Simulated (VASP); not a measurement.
A run of VASP 6.6.1 is set up as follows.

POSCAR

```
Be
1.0
    2.2158873680      0.0000000000      0.0000000000
   -1.1079436840      1.9190147526      0.0000000000
    0.0000000000      0.0000000000      3.4966080836
Be
2
Direct
    0.3333333333      0.6666666667      0.2500000000
    0.6666666667      0.3333333333      0.7500000000
```

Contents of INCAR.step1:

```
PREC     = Accurate       # precision mode
ENCUT    = 520            # plane-wave cutoff, eV
ISMEAR   = 0              # smearing method
SIGMA    = 0.1            # smearing width, eV
LREAL    = False          # projectors in reciprocal space
LASPH    = True           # aspherical terms in the spheres
NELM     = 60             # most SCF steps
NBANDS   = 9              # bands
GGA      = PE             # functional
ALGO     = Normal         # electronic algorithm
EDIFF    = 1E-4           # SCF threshold, eV
LWAVE    = True           # write WAVECAR
LCHARG   = False          # write CHGCAR
```

INCAR.step2

```
PREC     = Accurate       # precision mode
ENCUT    = 520            # plane-wave cutoff, eV
EDIFF    = 1E-6           # SCF threshold, eV
ISMEAR   = 0              # smearing method
SIGMA    = 0.1            # smearing width, eV
LREAL    = False          # projectors in reciprocal space
LASPH    = True           # aspherical terms in the spheres
NELM     = 60             # most SCF steps
ALGO     = Normal         # electronic algorithm
ISIF     = 2              # what is computed and relaxed
LWAVE    = False          # write WAVECAR
LCHARG   = False          # write CHGCAR
METAGGA  = R2SCAN         # meta-GGA
LMIXTAU  = True         
NBANDS   = 9              # bands
ISTART   = 1
```

File KPOINTS:

```
regular mesh
0
Gamma
  24 24 12
```

Potentials or basis: VASP PAW PBE potentials, release 64 (Be).

Command:

```sh
$ cat potpaw_PBE.64/Be/POTCAR > POTCAR
$ cp INCAR.step1 INCAR
$ mpirun -np 1 vasp_std > vasp.out
$ cp INCAR.step2 INCAR
$ mpirun -np 1 vasp_std > vasp.out
```

**Question.** Predict the pressure.

**Answer.** 8.7 GPa.

**Question.** What does it give for the band gap on the k mesh?

**Answer.** Zero (band 2 reaches 8.73 eV, above the bottom of band 3 at 6.45 eV).

Stress tensor (GPa, compression positive):
```
8.68 0.00 0.00
0.00 8.68 0.00
0.00 0.00 8.85
```

Caveat: the PAW data sets were made with another functional, which shifts forces and pressure a little.
